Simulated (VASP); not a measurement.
A run of VASP 6.6.1 is set up as follows.

File INCAR:

```
SYSTEM = Si2Mo
ALGO = Normal ; EDIFF = 1E-7
ENCUT = 520 ; GGA = PE
ISIF = 2 ; ISMEAR = -1
LASPH = .True. ; LCHARG = .False.
LREAL = .False. ; LWAVE = .False.
NBANDS = 18 ; NELM = 60
PREC = Accurate ; SIGMA = 0.05
```

The input KPOINTS:

```
k-points
0
Gamma
  10 10 10
  0 0 0
```

POSCAR

```
Si2Mo
1.0
    0.0000000000      2.8678176590      2.8678176590
    2.8678176590      0.0000000000      2.8678176590
    2.8678176590      2.8678176590      0.0000000000
Mo Si
1 2
Direct
    0.0000000000      0.0000000000      0.0000000000
    0.2500000000      0.2500000000      0.2500000000
    0.7500000000      0.7500000000      0.7500000000
```

Potentials or basis: VASP PAW PBE potentials, release 64 (Mo_sv, Si).

Command:

```bash
$ cat potpaw_PBE.64/Mo_sv/POTCAR potpaw_PBE.64/Si/POTCAR > POTCAR
$ mpirun -np 1 vasp_std > vasp.out
```

(1) What does it give for the band gap on the k mesh?

(2) Predict the pressure.

Answers

(1) zero (band 11 reaches 10.64 eV, above the bottom of band 12 at 9.11 eV).

(2) 9.7 GPa.
